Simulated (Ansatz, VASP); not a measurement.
**Two plane-wave programs on B**

```
CELL_PARAMETERS angstrom
1.18160 0.68220 1.30137
-1.18160 0.68220 1.30137
0.00000 -1.36439 1.30137
ATOMIC_POSITIONS crystal
B 0.50000 0.50000 0.50000
```

Alike in both runs: functional PBEsol; k mesh 30 × 30 × 30; occupations gaussian, width 0.1 eV; no spin polarisation.

Ansatz relaxed the structure, and its values are those at the end. VASP's run is a single point on that final structure, the one shown.

|  | VASP | Ansatz |
| --- | --- | --- |
| version | VASP 6.6.1 | Ansatz 0.2.0 |
| potentials or method | VASP PAW PBE potentials, release 64 (B), cutoff 520 eV | scalar-relativistic, plane waves, PAW |
| valence electrons in the cell | 3 | 3 |

|  | VASP | Ansatz | Ansatz less VASP |
| --- | --- | --- | --- |
| gap on the k mesh at the Fermi level (eV) | none | none | - |
| pressure (GPa) | 0.3 | 0.0 | -0.26 |

VASP's potentials were made for PBE, not for PBEsol. A gap of «none» marks a metal or a gap that the smearing closes. With one functional, cell and mesh, what is left measures potentials, basis and numerics.
